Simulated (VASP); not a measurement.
Wanted: the native input for a VASP 6.6.1 run.

```yaml
Task: single point
Functional: r2SCAN
Potentials_or_basis: VASP PAW PBE potentials, release 64 (Al)
Cutoff: 550 eV
k_mesh: 15 × 15 × 15
Occupations: methfessel-paxton, width 0.15 eV
Spin: no spin polarisation
Dipole_correction: no
Further_INCAR_settings: ALGO = Normal; EDIFF = 1e-06; NBANDS = 8
```

Al:

```
CELL_PARAMETERS angstrom
-1.59122 1.59122 1.59122
1.59122 -1.59122 1.59122
1.59122 1.59122 -1.59122
ATOMIC_POSITIONS crystal
Al 0.00000 0.00000 0.00000
```

This isn't the form of Al at room conditions, which is fcc.

One way to write it, as run:

POSCAR

```
Al
1.0
   -1.5912186900      1.5912186900      1.5912186900
    1.5912186900     -1.5912186900      1.5912186900
    1.5912186900      1.5912186900     -1.5912186900
Al
1
Direct
    0.0000000000      0.0000000000      0.0000000000
```

INCAR.step1

```
ALGO = Normal ; EDIFF = 1E-5
ENCUT = 550 ; GGA = PE
GGA_COMPAT = False ; ISMEAR = 1
LASPH = True ; LCHARG = False
LREAL = False ; LWAVE = True
NBANDS = 8 ; NELM = 120
PREC = Accurate ; SIGMA = 0.15
```

INCAR.step2

```
ALGO = Normal ; EDIFF = 1E-6
ENCUT = 550 ; GGA_COMPAT = False
ISIF = 2 ; ISMEAR = 1
ISTART = 1 ; LASPH = True
LCHARG = False ; LMIXTAU = True
LREAL = False ; LWAVE = False
METAGGA = R2SCAN ; NBANDS = 8
NELM = 120 ; PREC = Accurate
SIGMA = 0.15
```

KPOINTS

```
k-points
0
Gamma
  15 15 15
```

Potentials or basis: VASP PAW PBE potentials, release 64 (Al).

Run with:

```bash
$ cat potpaw_PBE.64/Al/POTCAR > POTCAR
$ cp INCAR.step1 INCAR
$ mpirun -np 1 vasp_std > vasp.out
$ cp INCAR.step2 INCAR
$ mpirun -np 1 vasp_std > vasp.out
```

It gave:

```yaml
Pressure: 0.0 GPa
Band_gap_on_the_k_mesh: zero (an odd number of electrons rules out a gap without spin polarisation)
```

Caveat: the PAW data sets were made with another functional, which shifts forces and pressure a little.

Wall time 36 s on 1 thread of Intel(R) Xeon(R) Platinum 8259CL CPU @ 2.50GHz (Skylake/Cascade Lake), with other jobs on the host, peak memory 0.14 GiB.
